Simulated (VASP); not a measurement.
A run of VASP 6.6.1:

The input INCAR:

```
SYSTEM = SiC
ALGO = Normal ; EDIFF = 1E-6
ENCUT = 520 ; GGA = PE
ISIF = 2 ; ISMEAR = -1
LASPH = .True. ; LCHARG = .False.
LREAL = .False. ; LWAVE = .False.
NBANDS = 11 ; NELM = 100
PREC = Accurate ; SIGMA = 0.05
```

File KPOINTS:

```
k-points
0
Gamma
  17 17 17
  0 0 0
```

The input POSCAR:

```
SiC
1.0
    0.0000000000      1.6616400994      1.6616400994
    1.6616400994      0.0000000000      1.6616400994
    1.6616400994      1.6616400994      0.0000000000
Si C
1 1
Direct
    0.0000000000      0.0000000000      0.0000000000
    0.5000000000      0.5000000000      0.5000000000
```

Potentials or basis: VASP PAW PBE potentials, release 64 (Si, C).

Launch:

```sh
$ cat potpaw_PBE.64/Si/POTCAR potpaw_PBE.64/C/POTCAR > POTCAR
$ mpirun -np 1 vasp_std > vasp.out
```

Hardware: 1 thread of Intel(R) Xeon(R) Platinum 8259CL CPU @ 2.50GHz (Skylake/Cascade Lake), with other jobs on the host.

Task: Estimate the wall time of this run.

Result: It took 12 s on 1 thread of Intel(R) Xeon(R) Platinum 8259CL CPU @ 2.50GHz (Skylake/Cascade Lake), on a shared host, peak memory 0.12 GiB. Counts: scf iterations 12, k points 165.
